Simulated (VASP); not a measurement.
# HfC (Fm-3m) in VASP: a series of runs, part 3 of 3

VASP 6.6.1.

## (6) Electric field gradients, PBE (volume scaled by 1.01)

The input, INCAR:

```
SYSTEM = HfC
ALGO = Normal
EDIFF = 1E-8
ENCUT = 520
GGA = PE
ISIF = 2
ISMEAR = -1
LASPH = .TRUE.
LCHARG = .FALSE.
LEFG = .TRUE.
LREAL = .FALSE.
LWAVE = .FALSE.
NBANDS = 14
NELM = 60
PREC = Accurate
SIGMA = 0.05
```

The input, KPOINTS:

```
k-points
0
G
  15 15 15
  0 0 0
```

The input, POSCAR:

```
HfC
1.0
    0.0000000000      2.3327243092      2.3327243092
    2.3327243092      0.0000000000      2.3327243092
    2.3327243092      2.3327243092      0.0000000000
Hf C
1 1
Direct
    0.5000000000      0.5000000000      0.5000000000
    0.0000000000      0.0000000000      0.0000000000
```

Potentials or basis: VASP PAW PBE potentials, release 64 (Hf_pv, C).

On the command line:

```bash
cat potpaw_PBE.64/Hf_pv/POTCAR potpaw_PBE.64/C/POTCAR > POTCAR
mpirun -np 1 vasp_std > vasp.out
```

OUTCAR:

```text
SYSTEM = HfC
   EDIFF = 1E-8
   ENCUT = 520
   GGA = PE
   ISIF = 2
   ISMEAR = -1
   LASPH = .TRUE.
   LREAL = .FALSE.
   NELM = 60
   PREC = Accurate

 ion  position               nearest neighbor table
   1  0.500  0.500  0.500-   2 2.33   2 2.33   2 2.33   2 2.33   2 2.33   2 2.33
   2  0.000  0.000  0.000-   1 2.33   1 2.33   1 2.33   1 2.33   1 2.33   1 2.33

  LATTYP: Found a face centered cubic cell.
 ALAT       =     4.6654486184

  Lattice vectors:

 A1 = (   0.0000000000,   2.3327243092,   2.3327243092)
 A2 = (   2.3327243092,   0.0000000000,   2.3327243092)
 A3 = (   2.3327243092,   2.3327243092,   0.0000000000)

Analysis of symmetry for initial positions (statically):
=====================================================================
 Subroutine PRICEL returns:
 Original cell was already a primitive cell.

 Routine SETGRP: Setting up the symmetry group for a
 face centered cubic supercell.

[... 597 lines left out ...]
      direct lattice vectors                 reciprocal lattice vectors
     0.000000000  2.332724309  2.332724309    -0.214341660  0.214341660  0.214341660
     2.332724309  0.000000000  2.332724309     0.214341660 -0.214341660  0.214341660
     2.332724309  2.332724309  0.000000000     0.214341660  0.214341660 -0.214341660

 POSITION                                       TOTAL-FORCE (eV/Angst)
 -----------------------------------------------------------------------------------
      2.33272      2.33272      2.33272         0.000000      0.000000      0.000000
      0.00000      0.00000      0.00000        -0.000000     -0.000000     -0.000000
 -----------------------------------------------------------------------------------
    total drift:                                0.000000      0.000000      0.000000

  FREE ENERGIE OF THE ION-ELECTRON SYSTEM (eV)
  ---------------------------------------------------
  free  energy   TOTEN  =       -21.0438246267 eV

  energy  without entropy=      -21.0406875842  energy(sigma->0) =      -21.04225611

 Electric field gradients (V/A^2)
---------------------------------------------------------------------
 ion       V_xx      V_yy      V_zz      V_xy      V_xz      V_yz
---------------------------------------------------------------------
   1      -0.000     0.000    -0.000    -0.000    -0.000    -0.000
   2       0.000     0.000    -0.000    -0.000    -0.000    -0.000
---------------------------------------------------------------------

 Electric field gradients after diagonalization (V/A^2)
 (convention: |V_zz| > |V_xx| > |V_yy|)
----------------------------------------------------------------------
 ion       V_xx      V_yy      V_zz     asymmetry (V_yy - V_xx)/ V_zz
----------------------------------------------------------------------
   1       0.000     0.000    -0.000       0.000
   2       0.000     0.000    -0.000       0.000
----------------------------------------------------------------------

           NMR quadrupolar parameters

 Cq : quadrupolar parameter    Cq=e*Q*V_zz/h
 eta: asymmetry parameters     (V_yy - V_xx)/ V_zz
 Q  : nuclear electric quadrupole moment in mb (millibarn)
----------------------------------------------------------------------
 ion       Cq(MHz)       eta       Q (mb)
----------------------------------------------------------------------
   1      -0.000       0.000       1.000
   2      -0.000       0.000       1.000
----------------------------------------------------------------------
```

stdout:

```text
POSCAR found type information on POSCAR HfC
 POSCAR found :  2 types and       2 ions
 scaLAPACK will be used
 LDA part: xc-table for (Slater+PW92), standard interpolation
 POSCAR, INCAR and KPOINTS ok, starting setup
 FFT: planning ... GRIDC
 FFT: planning ... GRID_SOFT
 FFT: planning ... GRID
 WAVECAR not read
 entering main loop
ion   1

ion   2
```

Run time: 76 s. Hardware: 1 thread of Intel Xeon Platinum 8488C (Sapphire Rapids), shared host; peak memory 0.19 GiB.

Results:

```
Free energy            : -21.0438 eV
Pressure               : -2.8 GPa
Band gap on the k mesh : zero (band 7 reaches 6.87 eV, above the bottom of band 8 at 5.45 eV)
```

Caveat: without QUAD_EFG the Cq values of the log hold for a quadrupole moment of 1 mb, not for the nuclei; spin-orbit coupling is left out, which moves the levels of the heavy elements.

## (7) The runs side by side

| cell | gap on the mesh (eV) | pressure (GPa) |
| --- | --- | --- |
| a = 3.221 Å, angles 60.0°, 2 atoms | none | 16.2 |
| a = 3.277 Å, angles 60.0°, 2 atoms | none | 2.0 |
| a = 3.266 Å, angles 60.0°, 2 atoms | none | 4.6 |
| a = 3.299 Å, angles 60.0°, 2 atoms | none | -2.8 |

Alike in all rows: task electric field gradients; level PBE; potentials or basis VASP PAW PBE potentials, release 64 (Hf_pv, C); no spin polarisation; k mesh 15 × 15 × 15; cutoff (eV) 520; smearing fermi-dirac 0.05 eV.

Caveats: spin-orbit coupling is left out, which moves the levels of the heavy elements.

Total energies depend on the potentials used, so only differences within one code and one set of settings carry meaning.
